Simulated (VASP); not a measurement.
Wanted: the native input for a VASP 6.6.1 run.

| Item | Value |
| --- | --- |
| Task | single point |
| Functional | PBE |
| Potentials or basis | VASP PAW PBE potentials, release 64 (Al, Ni) |
| Cutoff | 520 eV |
| k mesh | 14 × 14 × 14 |
| Occupations | gaussian, width 0.15 eV |
| Spin | no spin polarisation |
| Dipole correction | no |
| Further INCAR settings | ALGO = Fast; EDIFF = 1e-06; NBANDS = 24 |

The structure of AlNi3 lies in POSCAR:

```
AlNi3
1.0
   -0.1115739972      2.7298690544      2.7298690544
    2.7298690544     -0.1115739972      2.7298690544
    2.7298690544      2.7298690544     -0.1115739972
Al Ni
1 3
Direct
    0.5000000000      0.5000000000      0.5000000000
    0.2500000000      0.2500000000      0.2500000000
    0.0000000000      0.0000000000      0.0000000000
    0.7500000000      0.7500000000      0.7500000000
```

The input as run:

INCAR

```
PREC = Accurate ; ENCUT = 520
EDIFF = 1E-6 ; ISMEAR = 0
SIGMA = 0.15 ; LREAL = F
LASPH = T ; NELM = 60
ALGO = Fast ; ISIF = 2
LWAVE = F ; LCHARG = F
GGA = PE ; NBANDS = 24
```

KPOINTS

```
regular mesh
0
Gamma
  14 14 14
```

Potentials or basis: VASP PAW PBE potentials, release 64 (Al, Ni).

Command:

```bash
$ cat potpaw_PBE.64/Al/POTCAR potpaw_PBE.64/Ni/POTCAR > POTCAR
$ mpirun -np 1 vasp_std > vasp.out
```

It gave:

```
Pressure               : 12.1 GPa
Largest force          : 0.115 eV/Å
Band gap on the k mesh : zero (an odd number of electrons rules out a gap without spin polarisation)
```

Caveat: the cell stands under pressure.

Wall time 7.3 min on 1 thread of Intel Xeon 8259CL, on a shared host, peak memory 0.37 GiB.
